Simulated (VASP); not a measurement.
Wanted: the native input for a VASP 6.6.1 run.

- Task: single point
- Functional: PBE
- Potentials or basis: VASP PAW PBE potentials, release 64 (In_d, P)
- Cutoff: 520 eV
- k mesh: 9 × 9 × 9
- Occupations: fermi-dirac, width 0.05 eV
- Spin: no spin polarisation
- Dipole correction: no
- Further INCAR settings: ALGO = Normal; EDIFF = 1e-06; NBANDS = 16

The structure of InP lies in POSCAR:

```
InP
1.0
    0.0000000000      2.9305000000      2.9305000000
    2.9305000000      0.0000000000      2.9305000000
    2.9305000000      2.9305000000      0.0000000000
In P
1 1
Direct
    0.0000000000      0.0000000000      0.0000000000
    0.7500000000      0.7500000000      0.7500000000
```

One way to write it, as run:

INCAR

```
PREC     = Accurate       # precision mode
ENCUT    = 520            # plane-wave cutoff, eV
EDIFF    = 1E-6           # SCF threshold, eV
ISMEAR   = -1             # smearing method
SIGMA    = 0.05           # smearing width, eV
LREAL    = False          # projectors in reciprocal space
LASPH    = True           # aspherical terms in the spheres
NELM     = 100            # most SCF steps
ALGO     = Normal         # electronic algorithm
ISIF     = 2              # what is computed and relaxed
LWAVE    = False          # write WAVECAR
LCHARG   = True           # write CHGCAR
GGA      = PE             # functional
LELF     = True           # ELF
LVHAR    = True         
NBANDS   = 16             # bands
```

KPOINTS

```
Automatic mesh
0
Gamma
  9 9 9
```

Potentials or basis: VASP PAW PBE potentials, release 64 (In_d, P).

Run with:

```sh
$ cat potpaw_PBE.64/In_d/POTCAR potpaw_PBE.64/P/POTCAR > POTCAR
$ mpirun -np 1 vasp_std > vasp.out
```

It gave:

| Item | Value |
| --- | --- |
| Pressure | 3.3 GPa |
| Band gap on the k mesh | 0.71 eV, direct |

Caveat: spin-orbit coupling is left out, which moves the levels of the heavy elements.

Run time: 26 s on 1 thread of Intel Xeon 8259CL (shared host), peak memory 0.19 GiB.
